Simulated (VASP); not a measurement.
Input of a VASP 6.6.1 run:

File INCAR:

```
SYSTEM = Ga
  PREC = Accurate
  ENCUT = 520
  EDIFF = 1E-6
  ISMEAR = -1
  SIGMA = 0.05
  LREAL = .False.
  LASPH = .True.
  NELM = 100
  ALGO = Fast
  ISIF = 2
  LWAVE = .False.
  LCHARG = .False.
  GGA = PS
  NBANDS = 20
```

File KPOINTS:

```
Automatic mesh
0
Gamma
  9 8 7
  0 0 0
```

POSCAR

```
Ga
1.0
    1.3628675000     -4.0195850000      0.0000000000
    1.4031325000      4.0334150000      0.0000000000
   -0.1174474948     -0.0005872375      3.3299294416
Ga
2
Direct
    0.1310000000      0.8690000000      0.7500000000
    0.8690000000      0.1310000000      0.2500000000
```

Potentials or basis: VASP PAW PBE potentials, release 64 (Ga_d).

Launch:

```sh
$ cat potpaw_PBE.64/Ga_d/POTCAR > POTCAR
$ mpirun -np 1 vasp_std > vasp.out
```

Q: Estimate the band gap on the k mesh.

A: Zero (bands 13 and 14 overlap by 7.46 eV).

Q: Estimate the pressure.

A: -1.6 GPa.

Q: Estimate the largest force.

A: 0.237 eV/Å.

Forces on the atoms (eV/Å):
```
Ga  -0.006 -0.237  0.000
Ga   0.006  0.237  0.000
```

Caveat: the PAW data sets were made with another functional, which shifts forces and pressure a little.
